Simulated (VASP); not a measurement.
Here is a VASP 6.6.1 calculation.

File INCAR:

```
ALGO = Normal ; DIPOL = 0.5 0.5 0.500
EDIFF = 1E-6 ; EFERMI = MIDGAP
ENCUT = 360 ; GGA = RE
GGA_COMPAT = F ; IDIPOL = 3
ISIF = 0 ; ISMEAR = 0
LASPH = T ; LCHARG = F
LDIPOL = T ; LREAL = F
LWAVE = F ; NBANDS = 19
NELM = 120 ; PREC = Accurate
SIGMA = 0.03
```

File KPOINTS:

```
Automatic mesh
0
Gamma
  6 6 1
  0 0 0
```

File POSCAR:

```
CdS
1.0
    4.2611695877      0.0000000000      0.0000000000
   -2.1305847939     -3.6902811128      0.0000000000
    0.0000000000      0.0000000000    -16.0486612573
Cd S
1 1
Direct
    0.0000000000      0.0000000000      0.5015160535
    0.3333333333      0.6666666667      0.4984839465
```

Potentials or basis: VASP PAW PBE potentials, release 64 (Cd, S).

Launch:

```sh
$ cat potpaw_PBE.64/Cd/POTCAR potpaw_PBE.64/S/POTCAR > POTCAR
$ mpirun -np 1 vasp_std > vasp.out
```

(1) What does it give for the largest force?

(2) What does it give for the band gap on the k mesh?

Answers

(1) 0.009 eV/Å.

(2) 1.71 eV.

Caveat: the PAW data sets were made with another functional, which shifts forces and pressure a little.
